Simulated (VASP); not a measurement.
A run of VASP 6.6.1 is set up as follows.

Contents of POSCAR:

```
Al
1.0
    0.0000000000      2.0517091992      1.9696408312
    2.0517091992      0.0000000000      1.9696408312
    2.0517091992      2.0517091992      0.0000000000
Al
1
Direct
    0.0000000000      0.0000000000      0.0000000000
```

File INCAR.step1:

```
PREC = Accurate
ENCUT = 520
ISMEAR = 0
SIGMA = 0.15
LREAL = False
LASPH = True
NELM = 100
NBANDS = 8
GGA = PE
ALGO = Normal
EDIFF = 1E-4
LWAVE = True
LCHARG = False
```

Contents of INCAR.step2:

```
PREC = Accurate
ENCUT = 520
EDIFF = 1E-6
ISMEAR = 0
SIGMA = 0.15
LREAL = False
LASPH = True
NELM = 100
ALGO = Normal
ISIF = 2
LWAVE = False
LCHARG = True
METAGGA = R2SCAN
LMIXTAU = True
LELF = True
LVHAR = True
NBANDS = 8
ISTART = 1
```

The input KPOINTS:

```
Automatic mesh
0
Gamma
  22 22 22
```

Potentials or basis: VASP PAW PBE potentials, release 64 (Al).

The run is started by

```sh
$ cat potpaw_PBE.64/Al/POTCAR > POTCAR
$ cp INCAR.step1 INCAR
$ mpirun -np 1 vasp_std > vasp.out
$ cp INCAR.step2 INCAR
$ mpirun -np 1 vasp_std > vasp.out
```

(1) Estimate the pressure.

Results:

(1) -3.6 GPa.

Caveat: the PAW data sets were made with another functional, which shifts forces and pressure a little.
